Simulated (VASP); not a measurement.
# Rb (I4/mmm) in VASP: further runs

Rb is run at these levels: PBEsol; tasks: single point.

Program: VASP 6.6.1. These are calculated values, not measurements. Logs are shortened: lines on timing, memory, paths and dates and some standing lists are left out, and cuts for length are marked.

### 1 The cell of the first run

Symmetry: I4/mmm, No. 139, tetragonal system. The conventional cell has a = 5.836 Å, b = 5.836 Å, c = 6.061 Å, α = 90.00°, β = 90.00°, γ = 90.00°.

### 2 Single point, PBEsol (strain +0.040 along x and y, +0.080 along z)

Input file INCAR:

```
  PREC = Accurate
  ENCUT = 520
  EDIFF = 1E-6
  ISMEAR = 0
  SIGMA = 0.15
  LREAL = False
  LASPH = True
  NELM = 100
  ALGO = Fast
  ISIF = 2
  LWAVE = False
  LCHARG = False
  GGA = PS
  NBANDS = 10
```

Input file KPOINTS:

```
regular mesh
0
Gamma
  12 12 12
```

Input file POSCAR:

```
Rb
1.0
   -2.9182400000      2.9182400000      3.0304800000
    2.9182400000     -2.9182400000      3.0304800000
    2.9182400000      2.9182400000     -3.0304800000
Rb
1
Direct
    0.0000000000      0.0000000000      0.0000000000
```

Potentials or basis: VASP PAW PBE potentials, release 64 (Rb_sv).

Command:

```
> cat potpaw_PBE.64/Rb_sv/POTCAR > POTCAR
> mpirun -np 1 vasp_std > vasp.out
```

OUTCAR:

```text
PREC = Accurate
   ENCUT = 520
   EDIFF = 1E-6
   ISMEAR = 0
   LREAL = False
   LASPH = True
   NELM = 100
   ISIF = 2
   GGA = PS

 ion  position               nearest neighbor table
   1  0.000  0.000  0.000-

  LATTYP: Found a body centered tetragonal cell.
 ALAT       =     5.8364800000
 C/A-ratio  =     1.0384615385

  Lattice vectors:

 A1 = (  -2.9182400000,   2.9182400000,   3.0304800000)
 A2 = (   2.9182400000,  -2.9182400000,   3.0304800000)
 A3 = (   2.9182400000,   2.9182400000,  -3.0304800000)

Analysis of symmetry for initial positions (statically):
=====================================================================
 Subroutine PRICEL returns:
 Original cell was already a primitive cell.

 Routine SETGRP: Setting up the symmetry group for a
 body centered tetragonal supercell.

 Subroutine GETGRP returns: Found 16 space group operations
 (whereof 16 operations were pure point group operations)
 out of a pool of 16 trial point group operations.

The static configuration has the point symmetry D_4h.

Analysis of symmetry for dynamics (positions and initial velocities):
=====================================================================
 Subroutine PRICEL returns:
 Original cell was already a primitive cell.

 Routine SETGRP: Setting up the symmetry group for a
 body centered tetragonal supercell.

 Subroutine GETGRP returns: Found 16 space group operations
 (whereof 16 operations were pure point group operations)
 out of a pool of 16 trial point group operations.

The dynamic configuration has the point symmetry D_4h.

 Subroutine INISYM returns: Found 16 space group operations
 (whereof 16 operations are pure point group operations),
 and found     1 'primitive' translations

----------------------------------------------------------------------------------------

                                     Primitive cell

  volume of cell :     103.2318

  direct lattice vectors                    reciprocal lattice vectors
    -2.918240000  2.918240000  3.030480000     0.000000000  0.171336148  0.164990365
     2.918240000 -2.918240000  3.030480000     0.171336148  0.000000000  0.164990365
     2.918240000  2.918240000 -3.030480000     0.171336148  0.171336148  0.000000000

  length of vectors
     5.120161953  5.120161953  5.120161953     0.237861085  0.237861085  0.242305904

  position of ions in fractional coordinates (direct lattice)
     0.000000000  0.000000000  0.000000000

  ion indices of the primitive-cell ions
   primitive index   ion index
                 1           1

----------------------------------------------------------------------------------------

 KPOINTS: regular mesh

Automatic generation of k-mesh.
 Grid dimensions read from file:
 generate k-points for:   12   12   12

 Generating k-lattice:

  Cartesian coordinates                     Fractional coordinates (reciprocal lattice)
     0.000000000  0.014278012  0.013749197     0.083333333  0.000000000  0.000000000
     0.014278012  0.000000000  0.013749197     0.000000000  0.083333333  0.000000000
     0.014278012  0.014278012  0.000000000     0.000000000  0.000000000  0.083333333

  Length of vectors
     0.019821757  0.019821757  0.020192159

  Shift w.r.t. Gamma in fractional coordinates (k-lattice)
     0.000000000  0.000000000  0.000000000

 Subroutine IBZKPT returns following result:
 ===========================================

 Found    163 irreducible k-points:

 Following reciprocal coordinates:
            Coordinates               Weight
  0.000000  0.000000  0.000000      1.000000
  0.083333  0.000000 -0.000000      8.000000
  0.166667  0.000000 -0.000000      8.000000
  0.250000  0.000000 -0.000000      8.000000
  0.333333  0.000000 -0.000000      8.000000
  0.416667  0.000000  0.000000      8.000000
[... 16 lines left out ...]
  0.500000  0.166667 -0.000000     16.000000
 -0.416667  0.166667 -0.000000     16.000000
 [... further k-points ...]
   k-points           NKPTS =    163   k-points in BZ     NKDIM =    163   number of bands    NBANDS=     10
   number of dos      NEDOS =    301   number of ions     NIONS =      1
   total plane-waves  NPLWV =  64000
   dimension x,y,z NGX =    40 NGY =   40 NGZ =   40
   dimension x,y,z NGXF=    80 NGYF=   80 NGZF=   80
   ions per type =               1
   NGX,Y,Z   is equivalent  to a cutoff of  12.99, 12.99, 12.99 a.u.
   NGXF,Y,Z  is equivalent  to a cutoff of  25.98, 25.98, 25.98 a.u.
 SYSTEM =  unknown system
   PREC   = accura    normal or accurate (medium, high low for compatibility)
   ISTART =      0    job   : 0-new  1-cont  2-samecut
   ICHARG =      2    charge: 1-file 2-atom 10-const
   ISPIN  =      1    spin polarized calculation?
   LNONCOLLINEAR =      F non collinear calculations
   LSORBIT =      F    spin-orbit coupling
   LASPH  =      T    aspherical Exc in radial PAW
   ENCUT  =  520.0 eV  38.22 Ry    6.18 a.u.   9.52  9.52  9.52*2*pi/ulx,y,z
   NELM   =    100;   NELMIN=  2; NELMDL= -5     # of ELM steps
   EDIFF  = 0.1E-05   stopping-criterion for ELM
   LREAL  =      F    real-space projection
   EDIFFG = 0.1E-04   stopping-criterion for IOM
   NSW    =      0    number of steps for IOM
   IBRION =     -1    ionic relax: 0-MD 1-quasi-New 2-CG
   NFREE  =      0    steps in history (QN), initial steepest desc. (CG)
   ISIF   =      2    stress and relaxation
   ISYM   =      2    0-nonsym 1-usesym 2-fastsym
   POTIM  = 0.5000    time-step for ionic-motion
   TEBEG  =    0.0;   TEEND  =   0.0 temperature during run
   PSTRESS=    0.0 pullay stress
   NELECT =       9.0000    total number of electrons
   NUPDOWN=      -1.0000    fix difference up-down
   EMIN   =  10.00;   EMAX   =-10.00  energy-range for DOS
   EFERMI =   0.00;   METHOD = LEGACY
   ISMEAR =     0;   SIGMA  =   0.15  broadening in eV -4-tet -1-fermi 0-gaus
   EFERMI_NEDOS =   21; number of points for ismear=-14 and -15
   IALGO  =     68    algorithm
   IMIX   =      4    mixing-type and parameters
     AMIX     =   0.40;   BMIX     =  1.00
     AMIX_MAG =   1.60;   BMIX_MAG =  1.00
  volume/ion in A,a.u.               =     103.23       696.64
  Fermi-wavevector in a.u.,A,eV,Ry     =   0.725913  1.371777  7.169584  0.526950
  Thomas-Fermi vector in A             =   1.816754
   LORBIT       =      0    0 simple, 1 ext, 2 COOP (PROOUT), +10 PAW based schemes
   GGA     = PS    functional components
   LHFCALC =     F    Hartree Fock is set to
   AEXX    =    0.0000 exact exchange contribution
   IVDW    =     0    specifies the selected vdW correction
   LEPSILON=     F    determine dielectric tensor
   LRPA    =     F    only Hartree local field effects (RPA)
 non-spin polarized calculation
 RMM-DIIS sequential band-by-band and
 Gauss-broadening in eV      SIGMA  =   0.15
  energy-cutoff  :      520.00
  volume of cell :      103.23
 maximum number of plane-waves:      2808
 NGX is ok and might be reduce to    40
   NGX = 19   NGY = 19   NGZ = 19

 number of electron       9.0000000 magnetization

 Free energy of the ion-electron system (eV)
  ---------------------------------------------------
  ext. energy  EPLUGINS =         0.00000000
  ---------------------------------------------------
  free energy    TOTEN  =        -1.00675375 eV

  energy without entropy =       -0.99524589  energy(sigma->0) =       -1.00099982

 E-fermi :  -0.3115     XC(G=0):  -5.2177

 val. band max:       -0.3155103915   @ k =   0.5000   0.3333   0.0833
 cond. band min:      -0.3110626798   @ k =   0.5000   0.2500   0.0000
 fundamental gap:      0.0044477117
 Fermi energy:        -0.3114649044

 k-point     1 :       0.0000    0.0000    0.0000
  band No.  band energies     occupation
      1     -29.2452      2.00000
      2     -13.3012      2.00000
      3     -13.3011      2.00000
      4     -13.3011      2.00000
      5      -2.1173      2.00000
      6       3.2011      0.00000
      7       3.2011      0.00000
      8       3.3723      0.00000
      9       3.9950      0.00000
     10       4.2348      0.00000

 k-point     2 :       0.0833    0.0000   -0.0000
  band No.  band energies     occupation
      1     -29.2450      2.00000
      2     -13.3054      2.00000
      3     -13.3025      2.00000
      4     -13.3011      2.00000
      5      -2.0448      2.00000
      6       3.0828      0.00000
      7       3.1533      0.00000
      8       3.3814      0.00000
      9       3.8647      0.00000
     10       4.1684      0.00000

 k-point     3 :       0.1667    0.0000   -0.0000
  band No.  band energies     occupation
      1     -29.2446      2.00000
      2     -13.3167      2.00000
      3     -13.3062      2.00000
      4     -13.3010      2.00000
      5      -1.8309      2.00000
      6       2.6492      0.00000
      7       2.9435      0.00000
      8       3.5477      0.00000
      9       3.8031      0.00000
     10       4.0883      0.00000

 k-point     4 :       0.2500    0.0000   -0.0000
  band No.  band energies     occupation
      1     -29.2441      2.00000
      2     -13.3321      2.00000
      3     -13.3113      2.00000
      4     -13.3009      2.00000
      5      -1.4867      2.00000
      6       2.0551      0.00000
      7       2.6949      0.00000
      8       3.8544      0.00000
      9       3.8684      0.00000
     10       4.0666      0.00000
[... 222 lines left out ...]
 k-point    22 :       0.4167    0.1667   -0.0000
  band No.  band energies     occupation
      1     -29.2428      2.00000
      2     -13.3572      2.00000
      3     -13.3268      2.00000
      4     -13.3057      2.00000
      5       0.1633      0.00001
      6       0.4589      0.00000
      7       1.8884      0.00000
      8       3.3683      0.00000
      9       4.3910      0.00000
     10       4.5404      0.00000

 k-point    23 :       0.5000    0.1667   -0.0000
  band No.  band energies     occupation
      1     -29.2429      2.00000
      2     -13.3549      2.00000
      3     -13.3246      2.00000
      4     -13.3059      2.00000
      5      -0.2792      0.76103
      6       0.9101      0.00000
      7       1.9428      0.00000
      8       3.4606      0.00000
      9       4.1519      0.00000
     10       4.6974      0.00000

 k-point    24 :      -0.4167    0.1667   -0.0000
  band No.  band energies     occupation
      1     -29.2433      2.00000
      2     -13.3480      2.00000
      3     -13.3191      2.00000
      4     -13.3058      2.00000
      5      -0.8125      2.00000
      6       1.4768      0.00000
      7       2.0855      0.00000
      8       3.6561      0.00000
      9       3.9503      0.00000
     10       4.6045      0.00000

 [... further k-points ...]

------------------------ aborting loop because EDIFF is reached ----------------------------------------

  FORCE on cell =-STRESS in cart. coord.  units (eV):
  Direction    XX          YY          ZZ          XY          YZ          ZX
  --------------------------------------------------------------------------------------
  -------------------------------------------------------------------------------------
  Total       -0.2428918     -0.2428918     -0.2449614      0.0000000     -0.0000000     -0.0000000
  in kB       -3.7697281     -3.7697281     -3.8018492      0.0000000     -0.0000000     -0.0000000
  external PRESSURE =      -3.7804352 kB  Pullay stress =       0.0000000 kB

 VOLUME and BASIS-vectors are now :
 -----------------------------------------------------------------------------
  energy-cutoff  :      520.00
  volume of cell :      103.23
      direct lattice vectors                 reciprocal lattice vectors
    -2.918240000  2.918240000  3.030480000     0.000000000  0.171336148  0.164990365
     2.918240000 -2.918240000  3.030480000     0.171336148  0.000000000  0.164990365
     2.918240000  2.918240000 -3.030480000     0.171336148  0.171336148  0.000000000

 POSITION                                       TOTAL-FORCE (eV/Angst)
 -----------------------------------------------------------------------------------
      0.00000      0.00000      0.00000         0.000000      0.000000     -0.000000
 -----------------------------------------------------------------------------------
    total drift:                               -0.000000      0.000000     -0.000000

  FREE ENERGIE OF THE ION-ELECTRON SYSTEM (eV)
  ---------------------------------------------------
  free  energy   TOTEN  =        -1.0067537496 eV

  energy  without entropy=       -0.9952458908  energy(sigma->0) =       -1.00099982
```

Wall time 2.3 min (1 thread of Intel Xeon Platinum 8375C at 2.90GHz (Ice Lake), shared host); peak memory 0.34 GiB.

What came out:

* Free energy: -1.0068 eV
* Pressure: -0.4 GPa

Levels at points of the mesh, in eV from the Fermi level:
```
           k point  band 3  band 4  band 5  band 6  band 7  band 8
(0.00, 0.00, 0.00)  -12.99  -12.99   -1.81    3.51    3.51    3.68
(0.50, 0.00, 0.00)  -13.01  -12.99    0.24    0.68    2.62    3.96
(0.50, 0.50, 0.00)  -13.01  -12.99    0.31    0.76    2.44    4.06
(0.50, 0.50, 0.50)  -13.03  -13.03    1.29    1.39    2.72    3.06
```

Caveat: the cell differs from its parent crystal (strain +0.040 along x and y, +0.080 along z); the PAW data sets were made with another functional, which shifts forces and pressure a little.

(Continued in part 2 of 2.)
